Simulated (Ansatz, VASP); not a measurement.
# Two plane-wave programs on YB3

INCAR

```
ALGO = Normal ; EDIFF = 1E-6
EDIFFG = -0.01 ; ENCUT = 600
GGA = PE ; IBRION = 2
ISIF = 3 ; ISMEAR = 0
LASPH = T ; LCHARG = F
LREAL = F ; LWAVE = F
NELM = 100 ; NSW = 100
PREC = Accurate ; SIGMA = 0.1
```

Contents of KPOINTS:

```
k-points
0
Gamma
  6 12 10
```

File POSCAR:

```
YB3
1.0
    8.2714766664      0.0000000000      0.0000000000
    0.0000000000      3.1025016223      0.0000000000
    0.0000000000      0.0000000000      3.5048604201
Y B
2 6
Direct
    0.2500000000      0.0000000000      0.9551201550
    0.7500000000      0.0000000000      0.0448798450
    0.5148370610      0.5000000000      0.7559374950
    0.0148370610      0.5000000000      0.2440625050
    0.0000000000      0.0000000000      0.5000000000
    0.5000000000      0.0000000000      0.5000000000
    0.9851629390      0.5000000000      0.7559374950
    0.4851629390      0.5000000000      0.2440625050
```

Input for Ansatz:

```yaml
crystal:
  lattice:
    - [8.2714766664, 0.0, 0.0]
    - [0.0, 3.1025016223, 0.0]
    - [0.0, 0.0, 3.5048604201]
  atoms:
    - { symbol: "Y", position: [0.25, 0.0, 0.955120155] }
    - { symbol: "Y", position: [0.75, 0.0, 0.044879845] }
    - { symbol: B, position: [0.514837061, 0.5, 0.755937495] }
    - { symbol: B, position: [0.014837061, 0.5, 0.244062505] }
    - { symbol: B, position: [0.0, 0.0, 0.5] }
    - { symbol: B, position: [0.5, 0.0, 0.5] }
    - { symbol: B, position: [0.985162939, 0.5, 0.755937495] }
    - { symbol: B, position: [0.485162939, 0.5, 0.244062505] }
basis:
  ecutwfc: 420
kpoints:
  mp_grid: { grid: [6, 12, 10] }
hamiltonian:
  xc: pbe
scf:
  occupations: { method: gaussian, width: 0.1 }
output:
  forces: true
  stress: true
  eigenvalues: true
relax:
  adjacent_minimum: "off"
  f_tol: 0.01
  max_steps: 80
  cell: { stress_tol: 0.05 }
```

Change from the starting cell: the structure that the rattled cell fell into.

Alike in both runs: task relaxation of cell and atoms; functional PBE; k mesh 6 × 12 × 10; occupations gaussian, width 0.1 eV; no spin polarisation.

```csv
,VASP,Ansatz
version,VASP 6.6.1,Ansatz 0.2.0
potentials or method,"VASP PAW PBE potentials, release 64 (Y_sv, B), cutoff 600 eV","scalar-relativistic, plane waves, PAW"
valence electrons in the cell,40,40
```

Ansatz gave:

* gap on the k mesh at the Fermi level, each at its own relaxed structure (eV): none
* relaxed volume (Å³/atom): 11.24
* relaxed cell length with the largest relative difference (Å): 8.237

Q: Which values does VASP return?

A: gap on the k mesh at the Fermi level, each at its own relaxed structure (eV): none; relaxed volume (Å³/atom): 11.23; relaxed cell length with the largest relative difference (Å): 8.231.

A gap of «none» marks a metal or a gap that the smearing closes.
